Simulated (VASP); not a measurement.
Set up this calculation in VASP 6.6.1, as the native input.

* Task: single point
* Functional: PBEsol
* Potentials or basis: VASP PAW PBE potentials, release 64 (Ti_sv, O)
* Cutoff: 520 eV
* k mesh: 8 × 8 × 8
* Occupations: methfessel-paxton, width 0.02 eV
* Spin: no spin polarisation
* Dipole correction: no
* Further INCAR settings: ALGO = Normal; EDIFF = 1e-06; NBANDS = 33

The structure of TiO2 lies in POSCAR:

```
TiO2
1.0
   -1.9292094213      1.9292094213      4.8506040801
    1.9292094213     -1.9292094213      4.8506040801
    1.9292094213      1.9292094213     -4.8506040801
Ti O
2 4
Direct
    0.0000000000      0.0000000000      0.0000000000
    0.7500000000      0.2500000000      0.5000000000
    0.2081000000      0.2081000000      0.0000000000
    0.9581000000      0.4581000000      0.5000000000
    0.5419000000      0.0419000000      0.5000000000
    0.7919000000      0.7919000000      0.0000000000
```

One way to write it, as run:

INCAR

```
SYSTEM = TiO2
PREC     = Accurate       ! precision mode
ENCUT    = 520            ! plane-wave cutoff, eV
EDIFF    = 1E-6           ! SCF threshold, eV
ISMEAR   = 1              ! smearing method
SIGMA    = 0.02           ! smearing width, eV
LREAL    = .FALSE.        ! projectors in reciprocal space
LASPH    = .TRUE.         ! aspherical terms in the spheres
NELM     = 100            ! most SCF steps
ALGO     = Normal         ! electronic algorithm
ISIF     = 2              ! what is computed and relaxed
LWAVE    = .FALSE.        ! write WAVECAR
LCHARG   = .FALSE.        ! write CHGCAR
GGA      = PS             ! functional
NBANDS   = 33             ! bands
```

KPOINTS

```
Automatic mesh
0
G
  8 8 8
  0 0 0
```

Potentials or basis: VASP PAW PBE potentials, release 64 (Ti_sv, O).

Run with:

```console
$ cat potpaw_PBE.64/Ti_sv/POTCAR potpaw_PBE.64/O/POTCAR > POTCAR
$ mpirun -np 1 vasp_std > vasp.out
```

It gave:

```json
{
  "Pressure": "-11.7 GPa",
  "Largest force": "0.309 eV/Å",
  "Band gap on the k mesh": "1.96 eV (least direct gap 2.26 eV)"
}
```

Caveat: the cell stands under tension; the PAW data sets were made with another functional, which shifts forces and pressure a little.

Wall time 8.2 min on 1 thread of Intel Xeon 8259CL (shared host), peak memory 0.32 GiB.
